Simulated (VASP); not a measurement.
A run of VASP 6.6.1 is set up as follows.

File INCAR:

```
SYSTEM = ScSi2
ALGO     = Normal         ! electronic algorithm
EDIFF    = 1E-7           ! SCF threshold, eV
EDIFFG   = -0.005         ! ionic threshold
ENCUT    = 600            ! plane-wave cutoff, eV
GGA      = PE             ! functional
IBRION   = 2              ! ionic algorithm
ISIF     = 3              ! what is computed and relaxed
ISMEAR   = 0              ! smearing method
IVDW     = 12             ! dispersion correction
LASPH    = .True.         ! aspherical terms in the spheres
LCHARG   = .False.        ! write CHGCAR
LREAL    = .False.        ! projectors in reciprocal space
LWAVE    = .False.        ! write WAVECAR
NELM     = 100            ! most SCF steps
NSW      = 70             ! ionic steps
PREC     = Accurate       ! precision mode
SIGMA    = 0.1            ! smearing width, eV
```

File KPOINTS:

```
k-points
0
Gamma
  12 12 12
  0 0 0
```

Contents of POSCAR:

```
ScSi2
1.0
    4.0363679007      0.0000000000      0.0000000000
   -2.0181839503      3.4955971410      0.0000000000
    0.0000000000      0.0000000000      3.6092096572
Sc Si
1 2
Direct
    0.0000000000      0.0000000000      0.0000000000
    0.3333333333      0.6666666667      0.5000000000
    0.6666666667      0.3333333333      0.5000000000
```

Potentials or basis: VASP PAW PBE potentials, release 64 (Sc_sv, Si).

The run is started by

```bash
$ cat potpaw_PBE.64/Sc_sv/POTCAR potpaw_PBE.64/Si/POTCAR > POTCAR
$ mpirun -np 1 vasp_std > vasp.out
```

Problem. Predict the relaxed cell.

Solution. a = 3.991 Å, b = 3.991 Å, c = 3.529 Å, α = 90.00°, β = 90.00°, γ = 120.00°.

Problem. What does it give for the dispersion energy per atom?

Solution. -0.448 eV.

Final structure:
```
Sc Si
1.0
     3.99139    0.00000    0.00000
    -1.99570    3.45665    0.00000
     0.00000    0.00000    3.52919
Sc Si
1 2
Direct
  0.00000 0.00000 0.00000
  0.33333 0.66667 0.50000
  0.66667 0.33333 0.50000
```
